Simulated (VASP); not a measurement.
Set up this calculation in VASP 6.6.1, as the native input.

| Quantity | Value |
| --- | --- |
| Task | single point |
| Functional | PBE |
| Potentials or basis | VASP PAW PBE potentials, release 64 (Gd, N) |
| Cutoff | 520 eV |
| k mesh | 14 × 14 × 14 |
| Occupations | gaussian, width 0.1 eV |
| Spin | collinear spin, ferromagnetic start |
| Starting moments | [7.55, 0.0] μB |
| Dipole correction | no |
| Further INCAR settings | ALGO = Normal; EDIFF = 1e-06; NBANDS = 22 |

The structure of GdN lies in POSCAR:

```
GdN
1.0
    0.0000000000      2.4922023104      2.4922023104
    2.4922023104      0.0000000000      2.4922023104
    2.4922023104      2.4922023104      0.0000000000
Gd N
1 1
Direct
    0.5000000000      0.5000000000      0.5000000000
    0.0000000000      0.0000000000      0.0000000000
```

One way to write it, as run:

INCAR

```
SYSTEM = GdN
PREC = Accurate ; ENCUT = 520
EDIFF = 1E-6 ; ISMEAR = 0
SIGMA = 0.1 ; LREAL = .FALSE.
LASPH = .TRUE. ; NELM = 150
ALGO = Normal ; ISIF = 2
LWAVE = .FALSE. ; LCHARG = .FALSE.
ISPIN = 2 ; MAGMOM = 7.55 0
LORBIT = 11 ; LMAXMIX = 6
GGA = PE ; NBANDS = 22
```

KPOINTS

```
regular mesh
0
G
  14 14 14
  0 0 0
```

Potentials or basis: VASP PAW PBE potentials, release 64 (Gd, N).

The run is started by

```console
$ cat potpaw_PBE.64/Gd/POTCAR potpaw_PBE.64/N/POTCAR > POTCAR
$ mpirun -np 1 vasp_std > vasp.out
```

It gave:

```
Pressure                                              : 0.2 GPa
Band gap on the k mesh                                : zero (filled and empty bands overlap)
Net moment                                            : 7.00 μB per cell
Site moments                                          : Gd +6.80; N -0.08 μB
Valence electrons inside the program's atomic spheres : Gd 15.23; N 3.62
```

Caveat: spin-orbit coupling is left out, which moves the levels of the heavy elements; a cell with one magnetic atom can't hold antiferromagnetic order, which such compounds often take; semilocal functionals describe open f shells poorly, which spoils levels, moments and volumes.

It took 11 min on 1 thread of AMD EPYC 7R13, on a shared host, peak memory 0.25 GiB.
